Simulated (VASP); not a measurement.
Write the native input for VASP 6.6.1 that does the following.

* Task: relaxation of the atoms
* Functional: LDA
* Potentials or basis: VASP PAW LDA potentials, release 64 (Si)
* Cutoff: 520 eV
* k mesh: 8 × 8 × 1
* Occupations: fermi-dirac, width 0.02 eV
* Spin: no spin polarisation
* Dipole correction: yes
* Further INCAR settings: ALGO = Normal; EDIFF = 1e-06; IBRION = 2; EDIFFG = -0.01; NSW = 60

The structure of Si lies in POSCAR:

```
Si
1.0
    3.8197434381      0.0000000000      0.0000000000
    0.0000000000      3.8197434381      0.0000000000
    0.0000000000      0.0000000000     22.7524000000
Si
6
Direct
    0.7500000000      0.0000000000      0.3516109022
    0.2500000000      0.0000000000      0.4109665413
    0.2500000000      0.5000000000      0.4703221804
    0.7500000000      0.5000000000      0.5296778196
    0.7500000000      0.0000000000      0.5890334587
    0.2500000000      0.0000000000      0.6483890978
```

These files were run (other wordings do the same):

INCAR

```
  PREC = Accurate
  ENCUT = 520
  EDIFF = 1E-6
  ISMEAR = -1
  SIGMA = 0.02
  LREAL = False
  LASPH = True
  NELM = 80
  ALGO = Normal
  ISIF = 2
  LWAVE = False
  LCHARG = False
  LDIPOL = True
  IDIPOL = 3
  DIPOL = 0.5 0.5 0.500
  GGA = CA
  IBRION = 2
  NSW = 60
  EDIFFG = -0.01
```

KPOINTS

```
Automatic mesh
0
Gamma
  8 8 1
```

Potentials or basis: VASP PAW LDA potentials, release 64 (Si).

Launch:

```console
$ cat potpaw_LDA.64/Si/POTCAR > POTCAR
$ mpirun -np 1 vasp_std > vasp.out
```

Results of the run:

The energy gained by relaxing is 0.8 meV/atom. The ionic steps are 7 and the band gap on the k mesh is zero (bands 12 and 13 overlap by 1.03 eV).

Wall time 12 min on 1 thread of Oxide Virtual Turin-like Processor, on a shared host, peak memory 0.31 GiB.
